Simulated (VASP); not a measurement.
# NbTe (Pm-3m) in VASP: notebook

The runs below take NbTe through single point, with PBE.

Everything below comes from runs of VASP 6.6.1. Logs are shortened: lines on timing, memory, paths and dates and some standing lists are left out, and cuts for length are marked.

**1. The cell of the first run**

The structure is cubic, space group Pm-3m (No. 221). The conventional cell has a = 3.426 Å, b = 3.426 Å, c = 3.426 Å, α = 90.00°, β = 90.00°, γ = 90.00°. Within 3.9 Å of Nb (site symmetry m-3m) lie 8 Te at 2.97 Å and 6 Nb at 3.43 Å. Within 3.9 Å of Te (site symmetry m-3m) lie 8 Nb at 2.97 Å and 6 Te at 3.43 Å.

**2. Single point, PBE**

INCAR reads:

```
SYSTEM = NbTe
ALGO = Normal
EDIFF = 1E-6
ENCUT = 520
GGA = PE
ISIF = 2
ISMEAR = 0
LASPH = .True.
LCHARG = .True.
LELF = .True.
LREAL = .False.
LVHAR = .True.
LWAVE = .False.
NBANDS = 16
NELM = 60
PREC = Accurate
SIGMA = 0.014
```

KPOINTS reads:

```
k-points
0
Gamma
  8 8 8
  0 0 0
```

POSCAR reads:

```
NbTe
1.0
    3.4257000000      0.0000000000      0.0000000000
    0.0000000000      3.4257000000      0.0000000000
    0.0000000000      0.0000000000      3.4257000000
Nb Te
1 1
Direct
    0.5000000000      0.5000000000      0.5000000000
    0.0000000000      0.0000000000      0.0000000000
```

Potentials or basis: VASP PAW PBE potentials, release 64 (Nb_sv, Te).

On the command line:

```sh
$ cat potpaw_PBE.64/Nb_sv/POTCAR potpaw_PBE.64/Te/POTCAR > POTCAR
$ mpirun -np 1 vasp_std > vasp.out
```

OUTCAR:

```text
SYSTEM = NbTe
   EDIFF = 1E-6
   ENCUT = 520
   GGA = PE
   ISIF = 2
   ISMEAR = 0
   LASPH = .True.
   LREAL = .False.
   NELM = 60
   PREC = Accurate

 ion  position               nearest neighbor table
   1  0.500  0.500  0.500-   2 2.97   2 2.97   2 2.97   2 2.97   2 2.97   2 2.97   2 2.97   2 2.97

   2  0.000  0.000  0.000-   1 2.97   1 2.97   1 2.97   1 2.97   1 2.97   1 2.97   1 2.97   1 2.97

  LATTYP: Found a simple cubic cell.
 ALAT       =     3.4257000000

  Lattice vectors:

 A1 = (   3.4257000000,   0.0000000000,   0.0000000000)
 A2 = (   0.0000000000,   3.4257000000,   0.0000000000)
 A3 = (   0.0000000000,   0.0000000000,   3.4257000000)

Analysis of symmetry for initial positions (statically):
=====================================================================
 Subroutine PRICEL returns:
 Original cell was already a primitive cell.

 Routine SETGRP: Setting up the symmetry group for a
 simple cubic supercell.

 Subroutine GETGRP returns: Found 48 space group operations
 (whereof 48 operations were pure point group operations)
 out of a pool of 48 trial point group operations.

The static configuration has the point symmetry O_h .

Analysis of symmetry for dynamics (positions and initial velocities):
=====================================================================
 Subroutine PRICEL returns:
 Original cell was already a primitive cell.

 Routine SETGRP: Setting up the symmetry group for a
 simple cubic supercell.

 Subroutine GETGRP returns: Found 48 space group operations
 (whereof 48 operations were pure point group operations)
 out of a pool of 48 trial point group operations.

The dynamic configuration has the point symmetry O_h .

 Subroutine INISYM returns: Found 48 space group operations
 (whereof 48 operations are pure point group operations),
 and found     1 'primitive' translations

----------------------------------------------------------------------------------------

                                     Primitive cell

  volume of cell :      40.2020

  direct lattice vectors                    reciprocal lattice vectors
     3.425700000  0.000000000  0.000000000     0.291911142  0.000000000  0.000000000
     0.000000000  3.425700000  0.000000000     0.000000000  0.291911142  0.000000000
     0.000000000  0.000000000  3.425700000     0.000000000  0.000000000  0.291911142

  length of vectors
     3.425700000  3.425700000  3.425700000     0.291911142  0.291911142  0.291911142

  position of ions in fractional coordinates (direct lattice)
     0.500000000  0.500000000  0.500000000
     0.000000000  0.000000000  0.000000000

  ion indices of the primitive-cell ions
[... 79 lines left out ...]
   IBRION =     -1    ionic relax: 0-MD 1-quasi-New 2-CG
   NFREE  =      0    steps in history (QN), initial steepest desc. (CG)
   ISIF   =      2    stress and relaxation
   ISYM   =      2    0-nonsym 1-usesym 2-fastsym
   POTIM  = 0.5000    time-step for ionic-motion
   TEBEG  =    0.0;   TEEND  =   0.0 temperature during run
   PSTRESS=    0.0 pullay stress
   NELECT =      19.0000    total number of electrons
   NUPDOWN=      -1.0000    fix difference up-down
   EMIN   =  10.00;   EMAX   =-10.00  energy-range for DOS
   EFERMI =   0.00;   METHOD = LEGACY
   ISMEAR =     0;   SIGMA  =   0.01  broadening in eV -4-tet -1-fermi 0-gaus
   EFERMI_NEDOS =   21; number of points for ismear=-14 and -15
   IALGO  =     38    algorithm
   IMIX   =      4    mixing-type and parameters
     AMIX     =   0.40;   BMIX     =  1.00
     AMIX_MAG =   1.60;   BMIX_MAG =  1.00
  volume/ion in A,a.u.               =      20.10       135.65
  Fermi-wavevector in a.u.,A,eV,Ry     =   1.275195  2.409770 22.124747  1.626123
  Thomas-Fermi vector in A             =   2.407921
   LORBIT       =      0    0 simple, 1 ext, 2 COOP (PROOUT), +10 PAW based schemes
   GGA     = PE    functional components
   LHFCALC =     F    Hartree Fock is set to
   AEXX    =    0.0000 exact exchange contribution
   IVDW    =     0    specifies the selected vdW correction
   LEPSILON=     F    determine dielectric tensor
   LRPA    =     F    only Hartree local field effects (RPA)
 non-spin polarized calculation
 Gauss-broadening in eV      SIGMA  =   0.01
  energy-cutoff  :      520.00
  volume of cell :       40.20
 maximum number of plane-waves:      1108
 NGX is ok and might be reduce to    28
   NGX = 13   NGY = 13   NGZ = 13

 number of electron      18.9999999 magnetization

 Free energy of the ion-electron system (eV)
  ---------------------------------------------------
  ext. energy  EPLUGINS =         0.00000000
  ---------------------------------------------------
  free energy    TOTEN  =       -13.48717738 eV

  energy without entropy =      -13.48691911  energy(sigma->0) =      -13.48704825

 E-fermi :  12.0621     XC(G=0): -11.8082

 val. band max:       12.0518617766   @ k =   0.2500   0.1250   0.1250
 cond. band min:      12.0747314727   @ k =   0.2500   0.0000   0.0000
 fundamental gap:      0.0228696961
 Fermi energy:        12.0621171586

 k-point     1 :       0.0000    0.0000    0.0000
  band No.  band energies     occupation
      1     -43.2008      2.00000
      2     -19.2131      2.00000
      3     -19.2131      2.00000
      4     -19.2131      2.00000
      5      -2.3070      2.00000
      6       9.4121      2.00000
[... 433 lines left out ...]
      3     -19.3470      2.00000
      4     -19.2051      2.00000
      5       0.0687      2.00000
      6       5.9924      2.00000
[... 8 lines left out ...]
     15      19.5859      0.00000
     16      20.3489      0.00000

 [... further k-points ...]

------------------------ aborting loop because EDIFF is reached ----------------------------------------

  FORCE on cell =-STRESS in cart. coord.  units (eV):
  Direction    XX          YY          ZZ          XY          YZ          ZX
  --------------------------------------------------------------------------------------
  -------------------------------------------------------------------------------------
  Total       -0.0794210     -0.0794210     -0.0794210     -0.0000000     -0.0000000      0.0000000
  in kB       -3.1651769     -3.1651769     -3.1651769     -0.0000000     -0.0000000      0.0000000
  external PRESSURE =      -3.1651769 kB  Pullay stress =       0.0000000 kB

 VOLUME and BASIS-vectors are now :
 -----------------------------------------------------------------------------
  energy-cutoff  :      520.00
  volume of cell :       40.20
      direct lattice vectors                 reciprocal lattice vectors
     3.425700000  0.000000000  0.000000000     0.291911142  0.000000000  0.000000000
     0.000000000  3.425700000  0.000000000     0.000000000  0.291911142  0.000000000
     0.000000000  0.000000000  3.425700000     0.000000000  0.000000000  0.291911142

 POSITION                                       TOTAL-FORCE (eV/Angst)
 -----------------------------------------------------------------------------------
      1.71285      1.71285      1.71285         0.000000      0.000000      0.000000
      0.00000      0.00000      0.00000         0.000000      0.000000      0.000000
 -----------------------------------------------------------------------------------
    total drift:                                0.000000      0.000000      0.000000

  FREE ENERGIE OF THE ION-ELECTRON SYSTEM (eV)
  ---------------------------------------------------
  free  energy   TOTEN  =       -13.4871773846 eV

  energy  without entropy=      -13.4869191057  energy(sigma->0) =      -13.48704825
```

It took 37 s on 1 thread of Intel Xeon 8259CL, shared host; peak memory 0.17 GiB.

What came out:

| Property | Result |
| --- | --- |
| Free energy | -13.4872 eV |
| Pressure | -0.3 GPa |

Levels at points of the mesh, in eV from the Fermi level:
| k point | band 7 | band 8 | band 9 | band 10 | band 11 | band 12 |
| --- | --- | --- | --- | --- | --- | --- |
| (0.00, 0.00, 0.00) | -2.65 | -1.20 | -1.20 | -1.20 | 1.07 | 1.07 |
| (0.50, 0.00, 0.00) | -2.79 | -2.79 | -1.90 | 1.22 | 2.28 | 4.52 |
| (0.50, 0.50, 0.00) | -5.53 | -2.60 | -0.35 | -0.35 | 0.62 | 1.21 |
| (0.50, 0.50, 0.50) | -6.42 | -6.42 | 2.06 | 2.06 | 2.06 | 2.61 |

Caveat: spin-orbit coupling is left out, which moves the levels of the heavy elements.

**3. Single point, PBE**

INCAR reads:

```
PREC = Accurate
ENCUT = 520
EDIFF = 1E-6
ISMEAR = 0
SIGMA = 0.015
LREAL = F
LASPH = T
NELM = 100
ALGO = Normal
ISIF = 2
LWAVE = F
LCHARG = F
GGA = PE
NBANDS = 16
```

KPOINTS reads:

```
Automatic mesh
0
Gamma
  8 8 8
```

POSCAR is that of step 2.

Potentials or basis: VASP PAW PBE potentials, release 64 (Nb_sv, Te).

On the command line:

```sh
$ cat potpaw_PBE.64/Nb_sv/POTCAR potpaw_PBE.64/Te/POTCAR > POTCAR
$ mpirun -np 1 vasp_std > vasp.out
```

OUTCAR:

```text
PREC = Accurate
   ENCUT = 520
   EDIFF = 1E-6
   ISMEAR = 0
   LREAL = F
   LASPH = T
   NELM = 100
   ISIF = 2
   GGA = PE

 ion  position               nearest neighbor table
   1  0.500  0.500  0.500-   2 2.97   2 2.97   2 2.97   2 2.97   2 2.97   2 2.97   2 2.97   2 2.97

   2  0.000  0.000  0.000-   1 2.97   1 2.97   1 2.97   1 2.97   1 2.97   1 2.97   1 2.97   1 2.97

  LATTYP: Found a simple cubic cell.
 ALAT       =     3.4257000000

  Lattice vectors:

 A1 = (   3.4257000000,   0.0000000000,   0.0000000000)
 A2 = (   0.0000000000,   3.4257000000,   0.0000000000)
 A3 = (   0.0000000000,   0.0000000000,   3.4257000000)

Analysis of symmetry for initial positions (statically):
=====================================================================
 Subroutine PRICEL returns:
 Original cell was already a primitive cell.

 Routine SETGRP: Setting up the symmetry group for a
 simple cubic supercell.

 Subroutine GETGRP returns: Found 48 space group operations
 (whereof 48 operations were pure point group operations)
 out of a pool of 48 trial point group operations.

The static configuration has the point symmetry O_h .

Analysis of symmetry for dynamics (positions and initial velocities):
=====================================================================
 Subroutine PRICEL returns:
 Original cell was already a primitive cell.

 Routine SETGRP: Setting up the symmetry group for a
 simple cubic supercell.

 Subroutine GETGRP returns: Found 48 space group operations
 (whereof 48 operations were pure point group operations)
 out of a pool of 48 trial point group operations.

The dynamic configuration has the point symmetry O_h .

 Subroutine INISYM returns: Found 48 space group operations
 (whereof 48 operations are pure point group operations),
 and found     1 'primitive' translations

----------------------------------------------------------------------------------------

[... 111 lines left out ...]
     AMIX     =   0.40;   BMIX     =  1.00
     AMIX_MAG =   1.60;   BMIX_MAG =  1.00
  volume/ion in A,a.u.               =      20.10       135.65
  Fermi-wavevector in a.u.,A,eV,Ry     =   1.275195  2.409770 22.124747  1.626123
  Thomas-Fermi vector in A             =   2.407921
   LORBIT       =      0    0 simple, 1 ext, 2 COOP (PROOUT), +10 PAW based schemes
   GGA     = PE    functional components
   LHFCALC =     F    Hartree Fock is set to
   AEXX    =    0.0000 exact exchange contribution
   IVDW    =     0    specifies the selected vdW correction
   LEPSILON=     F    determine dielectric tensor
   LRPA    =     F    only Hartree local field effects (RPA)
 non-spin polarized calculation
 Gauss-broadening in eV      SIGMA  =   0.01
  energy-cutoff  :      520.00
  volume of cell :       40.20
 maximum number of plane-waves:      1108
 NGX is ok and might be reduce to    28
   NGX = 13   NGY = 13   NGZ = 13

 number of electron      18.9999999 magnetization

 Free energy of the ion-electron system (eV)
  ---------------------------------------------------
  ext. energy  EPLUGINS =         0.00000000
  ---------------------------------------------------
  free energy    TOTEN  =       -13.48719633 eV

  energy without entropy =      -13.48690567  energy(sigma->0) =      -13.48705100

 E-fermi :  12.0625     XC(G=0): -11.8082

 val. band max:       12.0518034870   @ k =   0.2500   0.1250   0.1250
 cond. band min:      12.0746858178   @ k =   0.2500   0.0000   0.0000
 fundamental gap:      0.0228823308
 Fermi energy:        12.0625242499

 k-point     1 :       0.0000    0.0000    0.0000
  band No.  band energies     occupation
      1     -43.2010      2.00000
      2     -19.2133      2.00000
      3     -19.2133      2.00000
      4     -19.2133      2.00000
      5      -2.3070      2.00000
      6       9.4120      2.00000
[... 433 lines left out ...]
      3     -19.3471      2.00000
      4     -19.2052      2.00000
      5       0.0687      2.00000
      6       5.9924      2.00000
[... 8 lines left out ...]
     15      19.5859      0.00000
     16      20.3489      0.00000

 [... further k-points ...]

------------------------ aborting loop because EDIFF is reached ----------------------------------------

  FORCE on cell =-STRESS in cart. coord.  units (eV):
  Direction    XX          YY          ZZ          XY          YZ          ZX
  --------------------------------------------------------------------------------------
  -------------------------------------------------------------------------------------
  Total       -0.0789496     -0.0789496     -0.0789496      0.0000000     -0.0000000     -0.0000000
  in kB       -3.1463897     -3.1463897     -3.1463897      0.0000000     -0.0000000     -0.0000000
  external PRESSURE =      -3.1463897 kB  Pullay stress =       0.0000000 kB

 VOLUME and BASIS-vectors are now :
 -----------------------------------------------------------------------------
  energy-cutoff  :      520.00
  volume of cell :       40.20
      direct lattice vectors                 reciprocal lattice vectors
     3.425700000  0.000000000  0.000000000     0.291911142  0.000000000  0.000000000
     0.000000000  3.425700000  0.000000000     0.000000000  0.291911142  0.000000000
     0.000000000  0.000000000  3.425700000     0.000000000  0.000000000  0.291911142

 POSITION                                       TOTAL-FORCE (eV/Angst)
 -----------------------------------------------------------------------------------
      1.71285      1.71285      1.71285         0.000000      0.000000      0.000000
      0.00000      0.00000      0.00000         0.000000      0.000000      0.000000
 -----------------------------------------------------------------------------------
    total drift:                                0.000000      0.000000      0.000000

  FREE ENERGIE OF THE ION-ELECTRON SYSTEM (eV)
  ---------------------------------------------------
  free  energy   TOTEN  =       -13.4871963348 eV

  energy  without entropy=      -13.4869056687  energy(sigma->0) =      -13.48705100
```

OSZICAR:

```text
N       E                     dE             d eps       ncg     rms          rms(c)
DAV:   1     0.151313031654E+03    0.15131E+03   -0.94527E+03  1120   0.108E+03
DAV:   2    -0.454523856984E+01   -0.15586E+03   -0.15116E+03  1472   0.374E+02
DAV:   3    -0.137190781836E+02   -0.91738E+01   -0.90577E+01  2072   0.682E+01
DAV:   4    -0.139275160795E+02   -0.20844E+00   -0.20510E+00  1312   0.922E+00
DAV:   5    -0.139353118871E+02   -0.77958E-02   -0.77940E-02  1832   0.182E+00    0.820E+00
DAV:   6    -0.135185707260E+02    0.41674E+00   -0.14224E+00  1624   0.103E+01    0.413E+00
DAV:   7    -0.134944686730E+02    0.24102E-01   -0.79448E-02  1336   0.193E+00    0.197E+00
DAV:   8    -0.134870873791E+02    0.73813E-02   -0.23820E-02  1576   0.116E+00    0.324E-01
DAV:   9    -0.134871678908E+02   -0.80512E-04   -0.20175E-03  1672   0.340E-01    0.239E-01
DAV:  10    -0.134872096827E+02   -0.41792E-04   -0.46842E-04  1496   0.219E-01    0.298E-02
DAV:  11    -0.134871972761E+02    0.12407E-04   -0.45877E-05  1544   0.712E-02    0.135E-02
DAV:  12    -0.134871963348E+02    0.94135E-06   -0.21638E-06  1184   0.170E-02
   1 F= -.13487196E+02 E0= -.13487051E+02  d E =-.290666E-03
```

stdout:

```text
POSCAR found type information on POSCAR NbTe
 POSCAR found :  2 types and       2 ions
 scaLAPACK will be used
 LDA part: xc-table for (Slater+PW92), standard interpolation
 POSCAR, INCAR and KPOINTS ok, starting setup
 FFT: planning ... GRIDC
 FFT: planning ... GRID_SOFT
 FFT: planning ... GRID
 WAVECAR not read
 entering main loop
```

It took 38 s on 1 thread of Intel Xeon 8259CL, shared host; peak memory 0.17 GiB.

What came out:

```
Free energy : -13.4872 eV
Pressure    : -0.3 GPa
```

Levels at points of the mesh, in eV from the Fermi level:
| k point | band 6 | band 7 | band 8 | band 9 | band 10 | band 11 | band 12 | band 13 |
| --- | --- | --- | --- | --- | --- | --- | --- | --- |
| (0.00, 0.00, 0.00) | -2.65 | -2.65 | -1.20 | -1.20 | -1.20 | 1.07 | 1.07 | 1.07 |
| (0.50, 0.00, 0.00) | -7.81 | -2.79 | -2.79 | -1.90 | 1.22 | 2.28 | 4.52 | 4.79 |
| (0.50, 0.50, 0.00) | -5.53 | -5.53 | -2.60 | -0.35 | -0.35 | 0.62 | 1.21 | 2.50 |
| (0.50, 0.50, 0.50) | -6.42 | -6.42 | -6.42 | 2.06 | 2.06 | 2.06 | 2.61 | 2.61 |

Caveat: spin-orbit coupling is left out, which moves the levels of the heavy elements.

[end of part 1 of 2]
